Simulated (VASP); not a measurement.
Wanted: the native input for a VASP 6.6.1 run.

```yaml
Task: relaxation of cell and atoms
Functional: PBE
Potentials_or_basis: VASP PAW PBE potentials, release 64 (Zn, Se, S)
Cutoff: 600 eV
k_mesh: 12 × 12 × 10
Occupations: gaussian, width 0.1 eV
Spin: no spin polarisation
Dipole_correction: no
Further_INCAR_settings: ALGO = Normal; EDIFF = 1e-06; IBRION = 2; EDIFFG = -0.01; NSW = 100; ISIF = 3
```

The structure of ZnSeS lies in POSCAR:

```
ZnSeS
1.0
    4.3161556553      0.0000000000      0.0000000000
   -2.1580778277      3.7379004442      0.0000000000
    0.0000000000      0.0000000000      4.6937624861
Zn Se S
1 1 1
Direct
    0.0000000000      0.0000000000      0.5000000000
    0.6666666667      0.3333333333      0.5000000000
    0.0000000000      0.0000000000      0.0000000000
```

The cell was built from a structure type or drawn by symmetry, and may not be a known phase.

These files were run (other wordings do the same):

INCAR

```
SYSTEM = ZnSeS
PREC     = Accurate       ! precision mode
ENCUT    = 600            ! plane-wave cutoff, eV
EDIFF    = 1E-6           ! SCF threshold, eV
ISMEAR   = 0              ! smearing method
SIGMA    = 0.1            ! smearing width, eV
LREAL    = .False.        ! projectors in reciprocal space
LASPH    = .True.         ! aspherical terms in the spheres
NELM     = 80             ! most SCF steps
ALGO     = Normal         ! electronic algorithm
ISIF     = 3              ! what is computed and relaxed
LWAVE    = .False.        ! write WAVECAR
LCHARG   = .False.        ! write CHGCAR
GGA      = PE             ! functional
IBRION   = 2              ! ionic algorithm
NSW      = 100            ! ionic steps
EDIFFG   = -0.01          ! ionic threshold
```

KPOINTS

```
regular mesh
0
Gamma
  12 12 10
  0 0 0
```

Potentials or basis: VASP PAW PBE potentials, release 64 (Zn, Se, S).

Command:

```console
$ cat potpaw_PBE.64/Zn/POTCAR potpaw_PBE.64/Se/POTCAR potpaw_PBE.64/S/POTCAR > POTCAR
$ mpirun -np 1 vasp_std > vasp.out
```

It gave:

| Quantity | Value |
| --- | --- |
| Relaxed volume | 25.39 Å³/atom |
| Relaxed cell | a = 4.320 Å, b = 4.320 Å, c = 4.713 Å, α = 90.00°, β = 90.00°, γ = 120.00° |
| Space group after relaxing (to 0.1 Å) | P-6m2 (No. 187) |
| Energy gained by relaxing | 0.2 meV/atom |
| Ionic steps | 2 |
| Pressure after relaxing | 0.0 GPa |
| Band gap on the k mesh | zero (bands 12 and 13 overlap by 1.13 eV) |

It took 5.4 min on 1 thread of Intel Xeon 8259CL (shared host), peak memory 0.37 GiB.
